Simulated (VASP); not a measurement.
# BN (Qingsongite) (F-43m) in VASP: further runs

BN (Qingsongite) is run at these levels: r2SCAN; tasks: single point.

Program: VASP 6.6.1. These are calculated values, not measurements. Logs are shortened: lines on timing, memory, paths and dates and some standing lists are left out, and cuts for length are marked.

### 1 The cell of the first run

It takes space group F-43m (No. 216, cubic). The conventional cell has a = 3.535 Å, b = 3.535 Å, c = 3.535 Å, α = 90.00°, β = 90.00°, γ = 90.00°. Within 2.0 Å of B (site symmetry -43m) lie 4 N at 1.53 Å. N (site symmetry -43m) has 4 B at 1.53 Å within 2.0 Å.

### 2 Single point, r2SCAN

File POSCAR:

```
BN
1.0
    0.0000000000      1.7675863600      1.7675863600
    1.7675863600      0.0000000000      1.7675863600
    1.7675863600      1.7675863600      0.0000000000
B N
1 1
Direct
    0.0000000000      0.0000000000      0.0000000000
    0.2500000000      0.2500000000      0.2500000000
```

File INCAR.step1:

```
  PREC = Accurate
  ENCUT = 520
  ISMEAR = -1
  SIGMA = 0.02
  LREAL = F
  LASPH = T
  NELM = 100
  NBANDS = 11
  GGA = PE
  ALGO = Normal
  EDIFF = 1E-4
  LWAVE = T
  LCHARG = F
```

File INCAR.step2:

```
  PREC = Accurate
  ENCUT = 520
  EDIFF = 1E-6
  ISMEAR = -1
  SIGMA = 0.02
  LREAL = F
  LASPH = T
  NELM = 100
  ALGO = Normal
  ISIF = 2
  LWAVE = F
  LCHARG = F
  METAGGA = R2SCAN
  LMIXTAU = T
  NBANDS = 11
  ISTART = 1
```

File KPOINTS:

```
Automatic mesh
0
Gamma
  14 14 14
```

Potentials or basis: VASP PAW PBE potentials, release 64 (B, N).

On the command line:

```sh
cat potpaw_PBE.64/B/POTCAR potpaw_PBE.64/N/POTCAR > POTCAR
cp INCAR.step1 INCAR
mpirun -np 1 vasp_std > vasp.out
cp INCAR.step2 INCAR
mpirun -np 1 vasp_std > vasp.out
```

OUTCAR:

```text
PREC = Accurate
   ENCUT = 520
   EDIFF = 1E-6
   ISMEAR = -1
   LREAL = F
   LASPH = T
   NELM = 100
   ISIF = 2
   METAGGA = R2SCAN
   ISTART = 1

 ion  position               nearest neighbor table
   1  0.000  0.000  0.000-   2 1.53   2 1.53   2 1.53   2 1.53
   2  0.250  0.250  0.250-   1 1.53   1 1.53   1 1.53   1 1.53

  LATTYP: Found a face centered cubic cell.
 ALAT       =     3.5351727200

  Lattice vectors:

 A1 = (   0.0000000000,   1.7675863600,   1.7675863600)
 A2 = (   1.7675863600,   0.0000000000,   1.7675863600)
 A3 = (   1.7675863600,   1.7675863600,   0.0000000000)

Analysis of symmetry for initial positions (statically):
=====================================================================
 Subroutine PRICEL returns:
 Original cell was already a primitive cell.

 Routine SETGRP: Setting up the symmetry group for a
 face centered cubic supercell.

 Subroutine GETGRP returns: Found 24 space group operations
 (whereof 24 operations were pure point group operations)
 out of a pool of 48 trial point group operations.

The static configuration has the point symmetry T_d .

Analysis of symmetry for dynamics (positions and initial velocities):
=====================================================================
 Subroutine PRICEL returns:
 Original cell was already a primitive cell.

 Routine SETGRP: Setting up the symmetry group for a
 face centered cubic supercell.

 Subroutine GETGRP returns: Found 24 space group operations
 (whereof 24 operations were pure point group operations)
 out of a pool of 48 trial point group operations.

The dynamic configuration has the point symmetry T_d .

 Subroutine INISYM returns: Found 24 space group operations
 (whereof 24 operations are pure point group operations),
 and found     1 'primitive' translations

----------------------------------------------------------------------------------------

                                     Primitive cell

  volume of cell :      11.0452

  direct lattice vectors                    reciprocal lattice vectors
     0.000000000  1.767586360  1.767586360    -0.282871610  0.282871610  0.282871610
     1.767586360  0.000000000  1.767586360     0.282871610 -0.282871610  0.282871610
     1.767586360  1.767586360  0.000000000     0.282871610  0.282871610 -0.282871610

  length of vectors
[... 87 lines left out ...]
   NFREE  =      0    steps in history (QN), initial steepest desc. (CG)
   ISIF   =      2    stress and relaxation
   ISYM   =      2    0-nonsym 1-usesym 2-fastsym
   POTIM  = 0.5000    time-step for ionic-motion
   TEBEG  =    0.0;   TEEND  =   0.0 temperature during run
   PSTRESS=    0.0 pullay stress
   NELECT =       8.0000    total number of electrons
   NUPDOWN=      -1.0000    fix difference up-down
   EMIN   =  10.00;   EMAX   =-10.00  energy-range for DOS
   EFERMI =   0.00;   METHOD = LEGACY
   ISMEAR =    -1;   SIGMA  =   0.02  broadening in eV -4-tet -1-fermi 0-gaus
   EFERMI_NEDOS =   21; number of points for ismear=-14 and -15
   IALGO  =     38    algorithm
   IMIX   =      4    mixing-type and parameters
     AMIX     =   0.40;   BMIX     =  1.00
     AMIX_MAG =   1.60;   BMIX_MAG =  1.00
  volume/ion in A,a.u.               =       5.52        37.27
  Fermi-wavevector in a.u.,A,eV,Ry     =   1.470215  2.778304 29.409431  2.161532
  Thomas-Fermi vector in A             =   2.585499
   LORBIT       =      0    0 simple, 1 ext, 2 COOP (PROOUT), +10 PAW based schemes
   METAGGA = R2SCAN    functional components
   LHFCALC =     F    Hartree Fock is set to
   AEXX    =    0.0000 exact exchange contribution
   IVDW    =     0    specifies the selected vdW correction
   LEPSILON=     F    determine dielectric tensor
   LRPA    =     F    only Hartree local field effects (RPA)
 non-spin polarized calculation
  energy-cutoff  :      520.00
  volume of cell :       11.05
 maximum number of plane-waves:       307
   NGX =  9   NGY =  9   NGZ =  9

 number of electron       7.9999999 magnetization

 Free energy of the ion-electron system (eV)
  ---------------------------------------------------
  ext. energy  EPLUGINS =         0.00000000
  ---------------------------------------------------
  free energy    TOTEN  =       -19.10599997 eV

  energy without entropy =      -19.10599997  energy(sigma->0) =      -19.10599997

 E-fermi :   8.4671     XC(G=0): -14.0058

 val. band max:        8.0896716041   @ k =   0.0000   0.0000   0.0000
 cond. band min:      13.1448211976   @ k =   0.5000   0.5000   0.0000
 fundamental gap:      5.0551495935
 Fermi energy:         8.4670600873

 k-point     1 :       0.0000    0.0000    0.0000
  band No.  band energies     occupation
      1     -14.0006      2.00000
      2       8.0897      2.00000
      3       8.0897      2.00000
      4       8.0897      2.00000
      5      17.9452      0.00000
      6      17.9452      0.00000
      7      17.9452      0.00000
      8      20.3272      0.00000
      9      35.5686      0.00000
     10      37.6747      0.00000
     11      37.6747      0.00000
[... 309 lines left out ...]
 k-point    24 :       0.2857    0.1429    0.0000
  band No.  band energies     occupation
      1     -12.0704      2.00000
      2       2.5782      2.00000
      3       5.4795      2.00000
      4       6.0556      2.00000
      5      17.3788      0.00000
      6      21.3314      0.00000
      7      21.7115      0.00000
      8      22.5059      0.00000
      9      29.2480      0.00000
     10      37.1179      0.00000
     11      37.5277      0.00000

 [... further k-points ...]

------------------------ aborting loop because EDIFF is reached ----------------------------------------

  FORCE on cell =-STRESS in cart. coord.  units (eV):
  Direction    XX          YY          ZZ          XY          YZ          ZX
  --------------------------------------------------------------------------------------
  -------------------------------------------------------------------------------------
  Total        1.9891665      1.9891665      1.9891665     -0.0000000     -0.0000000      0.0000000
  in kB      288.5425124    288.5425124    288.5425124     -0.0000000     -0.0000000      0.0000000
  external PRESSURE =     288.5425124 kB  Pullay stress =       0.0000000 kB

 VOLUME and BASIS-vectors are now :
 -----------------------------------------------------------------------------
  energy-cutoff  :      520.00
  volume of cell :       11.05
      direct lattice vectors                 reciprocal lattice vectors
     0.000000000  1.767586360  1.767586360    -0.282871610  0.282871610  0.282871610
     1.767586360  0.000000000  1.767586360     0.282871610 -0.282871610  0.282871610
     1.767586360  1.767586360  0.000000000     0.282871610  0.282871610 -0.282871610

 POSITION                                       TOTAL-FORCE (eV/Angst)
 -----------------------------------------------------------------------------------
      0.00000      0.00000      0.00000        -0.000000     -0.000000     -0.000000
      0.88379      0.88379      0.88379         0.000000      0.000000      0.000000
 -----------------------------------------------------------------------------------
    total drift:                                0.000000      0.000000      0.000000

  FREE ENERGIE OF THE ION-ELECTRON SYSTEM (eV)
  ---------------------------------------------------
  free  energy   TOTEN  =       -19.1059999686 eV

  energy  without entropy=      -19.1059999686  energy(sigma->0) =      -19.10599997
```

OUTCAR.step1:

```text
PREC = Accurate
   ENCUT = 520
   ISMEAR = -1
   LREAL = F
   LASPH = T
   NELM = 100
[... 554 lines left out ...]
 -----------------------------------------------------------------------------------
      0.00000      0.00000      0.00000        -0.000000     -0.000000     -0.000000
      0.88379      0.88379      0.88379         0.000000      0.000000      0.000000
 -----------------------------------------------------------------------------------
    total drift:                               -0.000000     -0.000000      0.000000

  FREE ENERGIE OF THE ION-ELECTRON SYSTEM (eV)
  ---------------------------------------------------
  free  energy   TOTEN  =       -17.3666201456 eV

  energy  without entropy=      -17.3666201456  energy(sigma->0) =      -17.36662015
```

OSZICAR.step1:

```text
N       E                     dE             d eps       ncg     rms          rms(c)
DAV:   1     0.115912140878E+02    0.11591E+02   -0.50937E+03  2355   0.731E+02
DAV:   2    -0.179104115136E+02   -0.29502E+02   -0.28746E+02  2763   0.171E+02
DAV:   3    -0.184428119556E+02   -0.53240E+00   -0.53151E+00  2687   0.192E+01
DAV:   4    -0.184433967763E+02   -0.58482E-03   -0.58481E-03  2501   0.721E-01
DAV:   5    -0.184433972148E+02   -0.43848E-06   -0.43836E-06  2442   0.197E-02    0.711E+00
DAV:   6    -0.174778954994E+02    0.96550E+00   -0.28410E+00  2387   0.101E+01    0.352E+00
DAV:   7    -0.173824990705E+02    0.95396E-01   -0.13902E-01  2609   0.300E+00    0.202E+00
DAV:   8    -0.173663144929E+02    0.16185E-01   -0.38225E-02  2571   0.144E+00    0.231E-01
DAV:   9    -0.173665419893E+02   -0.22750E-03   -0.86232E-04  2444   0.262E-01    0.899E-02
DAV:  10    -0.173666201456E+02   -0.78156E-04   -0.11103E-04  2493   0.899E-02
   1 F= -.17366620E+02 E0= -.17366620E+02  d E =-.731265E-12
```

It took 82 s on 1 thread of AMD EPYC 7R43 (Zen 3), shared host; peak memory 0.09 GiB.

Results:

| Item | Value |
| --- | --- |
| Free energy | -19.1060 eV |
| Pressure | 28.9 GPa |
| Band gap on the k mesh | 5.06 eV, indirect (least direct gap 9.86 eV) |

Levels at points of the mesh, in eV from the valence-band top:
```
           k point  band 1  band 2  band 3  band 4  band 5  band 6  band 7  band 8  band 9
(0.00, 0.00, 0.00)  -22.09    0.00    0.00    0.00    9.86    9.86    9.86   12.24   27.48
(0.50, 0.00, 0.00)  -17.46  -11.73   -2.15   -2.15   11.71   11.84   11.84   17.13   25.94
(0.50, 0.50, 0.00)  -15.95   -9.78   -5.45   -5.45    5.06   10.21   20.36   20.36   23.44
```

Caveat: the PAW data sets were made with another functional, which shifts forces and pressure a little.

### 3 Single point, r2SCAN

This run uses another cell than the first one, of 5.64 Å³/atom, 1.021 times its volume.

File POSCAR:

```
BN
1.0
    0.0000000000      1.7800345600      1.7800345600
    1.7800345600      0.0000000000      1.7800345600
    1.7800345600      1.7800345600      0.0000000000
B N
1 1
Direct
    0.0000000000      0.0000000000      0.0000000000
    0.2500000000      0.2500000000      0.2500000000
```

File INCAR.step1:

```
SYSTEM = BN
PREC     = Accurate       ! precision mode
ENCUT    = 520            ! plane-wave cutoff, eV
ISMEAR   = -1             ! smearing method
SIGMA    = 0.02           ! smearing width, eV
LREAL    = .False.        ! projectors in reciprocal space
LASPH    = .True.         ! aspherical terms in the spheres
NELM     = 60             ! most SCF steps
NBANDS   = 11             ! bands
GGA      = PE             ! functional
ALGO     = Normal         ! electronic algorithm
EDIFF    = 1E-4           ! SCF threshold, eV
LWAVE    = .True.         ! write WAVECAR
LCHARG   = .False.        ! write CHGCAR
```

File INCAR.step2:

```
SYSTEM = BN
PREC     = Accurate       ! precision mode
ENCUT    = 520            ! plane-wave cutoff, eV
EDIFF    = 1E-6           ! SCF threshold, eV
ISMEAR   = -1             ! smearing method
SIGMA    = 0.02           ! smearing width, eV
LREAL    = .False.        ! projectors in reciprocal space
LASPH    = .True.         ! aspherical terms in the spheres
NELM     = 60             ! most SCF steps
ALGO     = Normal         ! electronic algorithm
ISIF     = 2              ! what is computed and relaxed
LWAVE    = .False.        ! write WAVECAR
LCHARG   = .True.         ! write CHGCAR
METAGGA  = R2SCAN         ! meta-GGA
LMIXTAU  = .True.       
LELF     = .True.         ! ELF
LVHAR    = .True.       
NBANDS   = 11             ! bands
ISTART   = 1
```

File KPOINTS:

```
Automatic mesh
0
Gamma
  14 14 14
  0 0 0
```

Potentials or basis: VASP PAW PBE potentials, release 64 (B, N).

On the command line:

```sh
cat potpaw_PBE.64/B/POTCAR potpaw_PBE.64/N/POTCAR > POTCAR
cp INCAR.step1 INCAR
mpirun -np 1 vasp_std > vasp.out
cp INCAR.step2 INCAR
mpirun -np 1 vasp_std > vasp.out
```

Wall time 79 s (1 thread of AMD EPYC 7R43 (Zen 3), shared host); peak memory 0.09 GiB.

The run converged. Its results:

| Item | Value |
| --- | --- |
| Free energy | -19.1414 eV |
| Pressure | 18.8 GPa |
| Band gap on the k mesh | 5.03 eV, indirect (least direct gap 9.75 eV) |

Levels at points of the mesh, in eV from the valence-band top:
| k point | band 1 | band 2 | band 3 | band 4 | band 5 | band 6 | band 7 | band 8 |
| --- | --- | --- | --- | --- | --- | --- | --- | --- |
| (0.00, 0.00, 0.00) | -21.83 | 0.00 | 0.00 | 0.00 | 9.75 | 9.75 | 9.75 | 11.86 |
| (0.50, 0.00, 0.00) | -17.31 | -11.52 | -2.11 | -2.11 | 11.42 | 11.73 | 11.73 | 16.90 |
| (0.50, 0.50, 0.00) | -15.83 | -9.63 | -5.34 | -5.34 | 5.03 | 10.09 | 20.01 | 20.01 |

Caveat: the PAW data sets were made with another functional, which shifts forces and pressure a little. A k mesh can miss the band edges.
